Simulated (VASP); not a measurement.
# WS2 in VASP: a series of runs

Runs on WS2. Level: PBEsol. Tasks: single point.

Program: VASP 6.6.1. These are calculated values, not measurements. Logs are shortened: lines on timing, memory, paths and dates and some standing lists are left out, and cuts for length are marked.

### Step 1. The cell of the first run

The cell holds a slab with vacuum, 3 atoms: a = 3.146 Å, b = 3.146 Å, c = 16.953 Å, α = 90.00°, β = 90.00°, γ = 120.00°.

### Step 2. Single point, PBEsol

Input file INCAR:

```
ALGO = Normal
EDIFF = 1E-7
ENCUT = 520
GGA = PS
ISIF = 2
ISMEAR = 0
LASPH = True
LCHARG = False
LREAL = False
LWAVE = False
NBANDS = 20
NELM = 60
PREC = Accurate
SIGMA = 0.05
```

Input file KPOINTS:

```
k-points
0
Gamma
  12 12 2
```

Input file POSCAR:

```
WS2
1.0
    3.1457762098      0.0000000000      0.0000000000
   -1.5728881049      2.7243221123      0.0000000000
    0.0000000000      0.0000000000     16.9534209708
W S
1 2
Direct
    0.3333333333      0.6666666667      0.0000000000
    0.6666666667      0.3333333333      0.9046268907
    0.6666666667      0.3333333333      0.0894745947
```

Potentials or basis: VASP PAW PBE potentials, release 64 (W_sv, S).

Command:

```
> cat potpaw_PBE.64/W_sv/POTCAR potpaw_PBE.64/S/POTCAR > POTCAR
> mpirun -np 1 vasp_std > vasp.out
```

OUTCAR:

```text
EDIFF = 1E-7
   ENCUT = 520
   GGA = PS
   ISIF = 2
   ISMEAR = 0
   LASPH = True
   LREAL = False
   NELM = 60
   PREC = Accurate

 ion  position               nearest neighbor table
   1  0.333  0.667  0.000-   3 2.37   3 2.37   3 2.37   2 2.43   2 2.43   2 2.43
   2  0.667  0.333  0.905-   1 2.43   1 2.43   1 2.43
   3  0.667  0.333  0.089-   1 2.37   1 2.37   1 2.37

  LATTYP: Found a hexagonal cell.
 ALAT       =     3.1457762098
 C/A-ratio  =     5.3892647919

  Lattice vectors:

 A1 = (   3.1457762098,   0.0000000000,   0.0000000000)
 A2 = (  -1.5728881049,   2.7243221123,   0.0000000000)
 A3 = (   0.0000000000,   0.0000000000,  16.9534209708)

Analysis of symmetry for initial positions (statically):
=====================================================================
 Subroutine PRICEL returns:
 Original cell was already a primitive cell.

 Routine SETGRP: Setting up the symmetry group for a
 hexagonal supercell.

 Subroutine GETGRP returns: Found  6 space group operations
 (whereof  6 operations were pure point group operations)
 out of a pool of 24 trial point group operations.

The static configuration has the point symmetry C_3v.

Analysis of symmetry for dynamics (positions and initial velocities):
=====================================================================
 Subroutine PRICEL returns:
 Original cell was already a primitive cell.

 Routine SETGRP: Setting up the symmetry group for a
 hexagonal supercell.

 Subroutine GETGRP returns: Found  6 space group operations
 (whereof  6 operations were pure point group operations)
 out of a pool of 24 trial point group operations.

The dynamic configuration has the point symmetry C_3v.

 Subroutine INISYM returns: Found  6 space group operations
 (whereof  6 operations are pure point group operations),
 and found     1 'primitive' translations

----------------------------------------------------------------------------------------

                                     Primitive cell

  volume of cell :     145.2926

  direct lattice vectors                    reciprocal lattice vectors
     3.145776210  0.000000000  0.000000000     0.317886567  0.183531895  0.000000000
    -1.572888105  2.724322112  0.000000000     0.000000000  0.367063790  0.000000000
     0.000000000  0.000000000 16.953420971     0.000000000  0.000000000  0.058985145

  length of vectors
     3.145776210  3.145776210 16.953420971     0.367063790  0.367063790  0.058985145

  position of ions in fractional coordinates (direct lattice)
     0.333333333  0.666666667  0.000000000
     0.666666667  0.333333333  0.904626891
     0.666666667  0.333333333  0.089474595

  ion indices of the primitive-cell ions
   primitive index   ion index
                 1           1
                 2           2
                 3           3

----------------------------------------------------------------------------------------

 KPOINTS: k-points

Automatic generation of k-mesh.
 Grid dimensions read from file:
 generate k-points for:   12   12    2

 Generating k-lattice:

  Cartesian coordinates                     Fractional coordinates (reciprocal lattice)
     0.026490547  0.015294325  0.000000000     0.083333333  0.000000000  0.000000000
     0.000000000  0.030588649  0.000000000     0.000000000  0.083333333  0.000000000
     0.000000000  0.000000000  0.029492573     0.000000000  0.000000000  0.500000000

  Length of vectors
     0.030588649  0.030588649  0.029492573

  Shift w.r.t. Gamma in fractional coordinates (k-lattice)
     0.000000000  0.000000000  0.000000000

 Subroutine IBZKPT returns following result:
 ===========================================

 Found     38 irreducible k-points:

 Following reciprocal coordinates:
            Coordinates               Weight
  0.000000  0.000000  0.000000      1.000000
  0.083333  0.000000  0.000000      6.000000
  0.166667 -0.000000  0.000000      6.000000
  0.250000  0.000000  0.000000      6.000000
  0.333333  0.000000  0.000000      6.000000
  0.416667 -0.000000  0.000000      6.000000
[... 16 lines left out ...]
  0.250000  0.000000  0.500000      6.000000
  0.333333  0.000000  0.500000      6.000000
 [... further k-points ...]
   k-points           NKPTS =     38   k-points in BZ     NKDIM =     38   number of bands    NBANDS=     20
   number of dos      NEDOS =    301   number of ions     NIONS =      3
   total plane-waves  NPLWV =  72576
   dimension x,y,z NGX =    24 NGY =   24 NGZ =  126
   dimension x,y,z NGXF=    48 NGYF=   48 NGZF=  252
   ions per type =               1   2
   NGX,Y,Z   is equivalent  to a cutoff of  12.68, 12.68, 12.36 a.u.
   NGXF,Y,Z  is equivalent  to a cutoff of  25.37, 25.37, 24.71 a.u.
 SYSTEM =  unknown system
   PREC   = accura    normal or accurate (medium, high low for compatibility)
   ISTART =      0    job   : 0-new  1-cont  2-samecut
   ICHARG =      2    charge: 1-file 2-atom 10-const
   ISPIN  =      1    spin polarized calculation?
   LNONCOLLINEAR =      F non collinear calculations
   LSORBIT =      F    spin-orbit coupling
   LASPH  =      T    aspherical Exc in radial PAW
   ENCUT  =  520.0 eV  38.22 Ry    6.18 a.u.   5.85  5.85 31.52*2*pi/ulx,y,z
   NELM   =     60;   NELMIN=  2; NELMDL= -5     # of ELM steps
   EDIFF  = 0.1E-06   stopping-criterion for ELM
   LREAL  =      F    real-space projection
   EDIFFG = 0.1E-05   stopping-criterion for IOM
   NSW    =      0    number of steps for IOM
   IBRION =     -1    ionic relax: 0-MD 1-quasi-New 2-CG
   NFREE  =      0    steps in history (QN), initial steepest desc. (CG)
   ISIF   =      2    stress and relaxation
   ISYM   =      2    0-nonsym 1-usesym 2-fastsym
   POTIM  = 0.5000    time-step for ionic-motion
   TEBEG  =    0.0;   TEEND  =   0.0 temperature during run
   PSTRESS=    0.0 pullay stress
   NELECT =      26.0000    total number of electrons
   NUPDOWN=      -1.0000    fix difference up-down
   EMIN   =  10.00;   EMAX   =-10.00  energy-range for DOS
   EFERMI =   0.00;   METHOD = LEGACY
   ISMEAR =     0;   SIGMA  =   0.05  broadening in eV -4-tet -1-fermi 0-gaus
   EFERMI_NEDOS =   21; number of points for ismear=-14 and -15
   IALGO  =     38    algorithm
   IMIX   =      4    mixing-type and parameters
     AMIX     =   0.40;   BMIX     =  1.00
     AMIX_MAG =   1.60;   BMIX_MAG =  1.00
  volume/ion in A,a.u.               =      48.43       326.83
  Fermi-wavevector in a.u.,A,eV,Ry     =   0.922539  1.743346 11.579622  0.851078
  Thomas-Fermi vector in A             =   2.048077
   LORBIT       =      0    0 simple, 1 ext, 2 COOP (PROOUT), +10 PAW based schemes
   GGA     = PS    functional components
   LHFCALC =     F    Hartree Fock is set to
   AEXX    =    0.0000 exact exchange contribution
   IVDW    =     0    specifies the selected vdW correction
   LEPSILON=     F    determine dielectric tensor
   LRPA    =     F    only Hartree local field effects (RPA)
 non-spin polarized calculation
 Gauss-broadening in eV      SIGMA  =   0.05
  energy-cutoff  :      520.00
  volume of cell :      145.29
 maximum number of plane-waves:      3942
 NGX is ok and might be reduce to    24
   NGX = 11   NGY = 11   NGZ = 63

 number of electron      25.9999997 magnetization

 Free energy of the ion-electron system (eV)
  ---------------------------------------------------
  ext. energy  EPLUGINS =         0.00000000
  ---------------------------------------------------
  free energy    TOTEN  =       -25.20710843 eV

  energy without entropy =      -25.20710843  energy(sigma->0) =      -25.20710843

 E-fermi :  -0.6911     XC(G=0):  -4.6007

 val. band max:       -1.1628328172   @ k =   0.3333   0.3333   0.0000
 cond. band min:       0.7779162573   @ k =   0.3333   0.3333   0.0000
 fundamental gap:      1.9407490745
 Fermi energy:        -0.6910933037

 k-point     1 :       0.0000    0.0000    0.0000
  band No.  band energies     occupation
      1     -75.0526      2.00000
      2     -39.3324      2.00000
      3     -39.1383      2.00000
      4     -39.1383      2.00000
      5     -16.0445      2.00000
      6     -14.3418      2.00000
[... 12 lines left out ...]
     19       4.4023      0.00000
     20       4.5074      0.00000

 k-point     2 :       0.0833    0.0000    0.0000
  band No.  band energies     occupation
      1     -75.0513      2.00000
      2     -39.3277      2.00000
      3     -39.1645      2.00000
      4     -39.1443      2.00000
      5     -15.9236      2.00000
      6     -14.2968      2.00000
[... 12 lines left out ...]
     19       4.5446      0.00000
     20       4.9246      0.00000

 k-point     3 :       0.1667   -0.0000    0.0000
  band No.  band energies     occupation
      1     -75.0476      2.00000
      2     -39.3148      2.00000
      3     -39.2354      2.00000
      4     -39.1608      2.00000
      5     -15.5793      2.00000
      6     -14.1685      2.00000
[... 12 lines left out ...]
     19       4.9501      0.00000
     20       5.7827      0.00000

 k-point     4 :       0.2500    0.0000    0.0000
  band No.  band energies     occupation
      1     -75.0426      2.00000
      2     -39.3314      2.00000
      3     -39.2967      2.00000
      4     -39.1833      2.00000
      5     -15.0676      2.00000
      6     -13.9784      2.00000
[... 12 lines left out ...]
     19       5.5592      0.00000
     20       6.2718      0.00000

 k-point     5 :       0.3333    0.0000    0.0000
  band No.  band energies     occupation
      1     -75.0376      2.00000
      2     -39.4254      2.00000
      3     -39.2791      2.00000
      4     -39.2056      2.00000
      5     -14.4895      2.00000
      6     -13.7643      2.00000
[... 12 lines left out ...]
     19       6.1523      0.00000
     20       6.2498      0.00000
[... 353 lines left out ...]
      6     -14.2967      2.00000
[... 12 lines left out ...]
     19       4.3537      0.00000
     20       5.0819      0.00000

 k-point    22 :       0.1667   -0.0000    0.5000
  band No.  band energies     occupation
      1     -75.0476      2.00000
      2     -39.3148      2.00000
      3     -39.2354      2.00000
      4     -39.1608      2.00000
      5     -15.5793      2.00000
      6     -14.1685      2.00000
[... 12 lines left out ...]
     19       4.8373      0.00000
     20       6.1168      0.00000

 k-point    23 :       0.2500    0.0000    0.5000
  band No.  band energies     occupation
      1     -75.0426      2.00000
      2     -39.3314      2.00000
      3     -39.2967      2.00000
      4     -39.1833      2.00000
      5     -15.0676      2.00000
      6     -13.9784      2.00000
[... 12 lines left out ...]
     19       5.3953      0.00000
     20       6.6075      0.00000

 k-point    24 :       0.3333    0.0000    0.5000
  band No.  band energies     occupation
      1     -75.0376      2.00000
      2     -39.4254      2.00000
      3     -39.2791      2.00000
      4     -39.2056      2.00000
      5     -14.4895      2.00000
      6     -13.7643      2.00000
[... 12 lines left out ...]
     19       6.0864      0.00000
     20       6.3294      0.00000

 [... further k-points ...]
[... 5 lines left out ...]
  --------------------------------------------------------------------------------------
  -------------------------------------------------------------------------------------
  Total        0.1333319      0.1333319      0.0970305     -0.0000000      0.0000000      0.0000000
  in kB        1.4702831      1.4702831      1.0699788     -0.0000000      0.0000000      0.0000000
  external PRESSURE =       1.3368483 kB  Pullay stress =       0.0000000 kB

 VOLUME and BASIS-vectors are now :
 -----------------------------------------------------------------------------
  energy-cutoff  :      520.00
  volume of cell :      145.29
      direct lattice vectors                 reciprocal lattice vectors
     3.145776210  0.000000000  0.000000000     0.317886567  0.183531895  0.000000000
    -1.572888105  2.724322112  0.000000000     0.000000000  0.367063790  0.000000000
     0.000000000  0.000000000 16.953420971     0.000000000  0.000000000  0.058985145

 POSITION                                       TOTAL-FORCE (eV/Angst)
 -----------------------------------------------------------------------------------
     -0.00000      1.81621      0.00000        -0.000000      0.000000     -1.676202
      1.57289      0.90811     15.33652        -0.000000      0.000000      0.771572
      1.57289      0.90811      1.51690         0.000000     -0.000000      0.904630
 -----------------------------------------------------------------------------------
    total drift:                               -0.000000     -0.000000     -0.000171

  FREE ENERGIE OF THE ION-ELECTRON SYSTEM (eV)
  ---------------------------------------------------
  free  energy   TOTEN  =       -25.2071084257 eV

  energy  without entropy=      -25.2071084257  energy(sigma->0) =      -25.20710843
```

Run time: 2.8 min. Hardware: 1 thread of AMD EPYC 7R13 (Zen 3), shared host; peak memory 0.27 GiB.

What came out:

| Quantity | Value |
| --- | --- |
| Free energy | -25.2071 eV |
| Largest force | 1.676 eV/Å |
| Band gap on the k mesh | 1.94 eV |

Forces in eV/Å, atoms in the order of the input:
```
W    0.000  0.000 -1.676
S    0.000  0.000  0.772
S    0.000  0.000  0.905
```

Caveat: the cell differs from its parent crystal (all S atoms moved -0.050 Å, as atom 2 towards its neighbour atom 3 (S) at 3.134 Å); there is no dipole correction, which matters where the two faces differ; the PAW data sets were made with another functional, which shifts forces and pressure a little; spin-orbit coupling is left out, which moves the levels of the heavy elements.

### Step 3. Single point, PBEsol

Input file INCAR:

```
PREC     = Accurate       # precision mode
ENCUT    = 520            # plane-wave cutoff, eV
EDIFF    = 1E-6           # SCF threshold, eV
ISMEAR   = 0              # smearing method
SIGMA    = 0.05           # smearing width, eV
LREAL    = F              # projectors in reciprocal space
LASPH    = T              # aspherical terms in the spheres
NELM     = 100            # most SCF steps
ALGO     = Normal         # electronic algorithm
ISIF     = 2              # what is computed and relaxed
LWAVE    = F              # write WAVECAR
LCHARG   = F              # write CHGCAR
GGA      = PS             # functional
NBANDS   = 20             # bands
```

Input file KPOINTS:

```
Automatic mesh
0
Gamma
  12 12 2
```

Input file POSCAR:

```
WS2
1.0
    3.1457762098      0.0000000000      0.0000000000
   -1.5728881049      2.7243221123      0.0000000000
    0.0000000000      0.0000000000     16.9534209708
W S
1 2
Direct
    0.3333333333      0.6666666667      0.0000000000
    0.6666666667      0.3333333333      0.9090507766
    0.6666666667      0.3333333333      0.0938984806
```

Potentials or basis: VASP PAW PBE potentials, release 64 (W_sv, S).

Command:

```
> cat potpaw_PBE.64/W_sv/POTCAR potpaw_PBE.64/S/POTCAR > POTCAR
> mpirun -np 1 vasp_std > vasp.out
```

Wall time 2.5 min (1 thread of AMD EPYC 7R13 (Zen 3), shared host); peak memory 0.27 GiB.

Results (log left out):

```yaml
Free_energy: -25.2386 eV
Largest_force: 0.839 eV/Å
Band_gap_on_the_k_mesh: 1.94 eV
```

Forces on the atoms (eV/Å):
```
W    0.000  0.000  0.839
S    0.000  0.000 -0.451
S    0.000  0.000 -0.388
```

Levels at points of the mesh, in eV from the valence-band top:
| k point | band 11 | band 12 | band 13 | band 14 | band 15 | band 16 |
| --- | --- | --- | --- | --- | --- | --- |
| (0.00, 0.00, 0.00) | -1.56 | -1.56 | -0.12 | 2.96 | 2.96 | 3.21 |
| (0.50, 0.00, 0.00) | -2.19 | -1.18 | -0.96 | 3.01 | 3.43 | 4.09 |
| (0.00, 0.00, 0.50) | -1.56 | -1.56 | -0.12 | 2.96 | 2.96 | 3.21 |
| (0.50, 0.00, 0.50) | -2.19 | -1.18 | -0.96 | 3.01 | 3.43 | 4.09 |

Caveat: the cell differs from its parent crystal (all S atoms moved +0.025 Å, as atom 2 towards its neighbour atom 3 (S) at 3.134 Å); there is no dipole correction, which matters where the two faces differ; the PAW data sets were made with another functional, which shifts forces and pressure a little; spin-orbit coupling is left out, which moves the levels of the heavy elements.
